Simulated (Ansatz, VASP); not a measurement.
## Two plane-wave programs on P

The input INCAR:

```
PREC = Accurate
ENCUT = 520
EDIFF = 1E-6
ISMEAR = -1
SIGMA = 0.1
LREAL = F
LASPH = T
NELM = 100
ALGO = Normal
ISIF = 2
LWAVE = F
LCHARG = F
GGA = RE
NBANDS = 12
```

File KPOINTS:

```
regular mesh
0
Gamma
  14 14 11
```

POSCAR

```
P
1.0
   -4.5182327809      4.8729448188      1.2687718721
    4.8729448188     -4.5182327809      1.2687718721
    2.2061337648      2.2061337648     -0.6191161250
P
2
Direct
    0.9305374152      0.0694625848      1.0000000000
    0.8194625848      0.1805374152      0.5000000000
```

Input for Ansatz:

```yaml
crystal:
  lattice:
    - [-4.5182327809, 4.8729448188, 1.2687718721]
    - [4.8729448188, -4.5182327809, 1.2687718721]
    - [2.2061337648, 2.2061337648, -0.619116125]
  atoms:
    - { symbol: P, position: [0.9305374152, 0.0694625848, 1.0] }
    - { symbol: P, position: [0.8194625848, 0.1805374152, 0.5] }
hamiltonian:
  xc: revpbe
  pseudopotentials:
    kind: paw
    azcp:
      P: "pseudopotentials/P.paw.azcp"
basis:
  ecutwfc: 420
  fft_grid_basis: typed
kpoints:
  mp_grid: { grid: [14, 14, 11], shift: [0, 0, 0] }
magnetization:
  spin_polarized: false
scf:
  occupations: { method: fermi_dirac, width: 0.1 }
  lower_state_search: "off"
output:
  stress: true
```

Alike in both runs: task single point; functional revPBE; k mesh 14 × 14 × 11; occupations fermi-dirac, width 0.1 eV; no spin polarisation.

```csv
,VASP,Ansatz
version,VASP 6.6.1,Ansatz 0.2.0
potentials or method,"VASP PAW PBE potentials, release 64 (P), cutoff 520 eV","plane waves (420 eV) with PAW, scalar-relativistic"
valence electrons in the cell,10,10
```

```tsv
	VASP	Ansatz	Ansatz less VASP
pressure (GPa)	4.4	4.8	+0.38
traceless stress, the component that is largest in VASP (GPa)	-1.18	-1.32	-0.137
```

VASP's potentials were made for PBE, not for revPBE.
